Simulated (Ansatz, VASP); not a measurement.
**One calculation of NiS, two programs**

Contents of INCAR:

```
SYSTEM = NiS
PREC = Accurate ; ENCUT = 520
EDIFF = 1E-6 ; ISMEAR = 0
SIGMA = 0.03 ; LREAL = .False.
LASPH = .True. ; NELM = 150
ALGO = Normal ; ISIF = 2
LWAVE = .False. ; LCHARG = .False.
ISPIN = 2 ; MAGMOM = 1.33 1.33 0.22 0.22
LORBIT = 11 ; LMAXMIX = 4
LDAU = .True. ; LDAUTYPE = 2
LDAUL = 2 -1 ; LDAUU = 6.2 0
LDAUJ = 0 0 ; LDAUPRINT = 1
GGA = CA ; NBANDS = 28
```

The input KPOINTS:

```
Automatic mesh
0
Gamma
  8 8 5
  0 0 0
```

The input POSCAR:

```
NiS
1.0
    3.4200013500      0.0000000000      0.0000000000
   -1.7100006800      2.9618080500      0.0000000000
    0.0000000000      0.0000000000      5.3000000000
Ni S
2 2
Direct
    0.0000000000      0.0000000000      0.0000000000
    0.0000000000      0.0000000000      0.5000000000
    0.3333333300      0.6666666700      0.2500000000
    0.6666666700      0.3333333300      0.7500000000
```

Input for Ansatz:

```yaml
crystal:
  lattice:
    - [3.42000135, 0.0, 0.0]
    - [-1.71000068, 2.96180805, 0.0]
    - [0.0, 0.0, 5.3]
  atoms:
    - { symbol: Ni, position: [0.0, 0.0, 0.0] }
    - { symbol: Ni, position: [0.0, 0.0, 0.5] }
    - { symbol: S, position: [0.33333333, 0.66666667, 0.25] }
    - { symbol: S, position: [0.66666667, 0.33333333, 0.75] }
hamiltonian:
  xc: lda
  pseudopotentials: { kind: paw }
  hubbard: { sites: [{ species: Ni, l: d, u_eff: 6.2 }] }
basis:
  ecutwfc: 420
kpoints:
  mp_grid: { grid: [8, 8, 5] }
scf:
  occupations: { method: gaussian, width: 0.03 }
  lower_state_search: "off"
output:
  forces: true
  stress: true
  write_density: true
  write_potential: true
  elf: true
  volumetric_format: npy
magnetization:
  spin_polarized: true
```

Alike in both runs: task single point; functional LDA; k mesh 8 × 8 × 5; occupations gaussian, width 0.03 eV; collinear spin; Hubbard terms Ni d U = 6.2 eV.

|  | VASP | Ansatz |
| --- | --- | --- |
| version | VASP 6.6.1 | Ansatz 0.2.0 |
| potentials or method | VASP PAW LDA potentials, release 64 (Ni, S), cutoff 520 eV | PAW, plane waves, scalar-relativistic |
| valence electrons in the cell | 32 | 48 |

```csv
,VASP,Ansatz,Ansatz less VASP
pressure (GPa),0.2,1.1,+0.87
"traceless stress, the component that is largest in VASP (GPa)",2.16,0.98,-1.180
net moment per atom (μB),0.93,0.75,-0.178
size of the moment on the site where the two differ most (μB),1.49,1.21,-0.273
```

The net moments are unlike, so the other rows may belong to different states. LDA's correlation is that of Perdew and Zunger in VASP and of Perdew and Wang (1992) in Ansatz. Site moments also hang on the region over which each program counts them. The programs project onto different local orbitals, so the same U acts differently, and such runs can settle in different states. VASP's potentials hold 32 valence electrons a cell and Ansatz's 48, so a difference there can come from the potentials and not from the codes. Ansatz's warnings: filled band counts differ across k points, no starting moments.
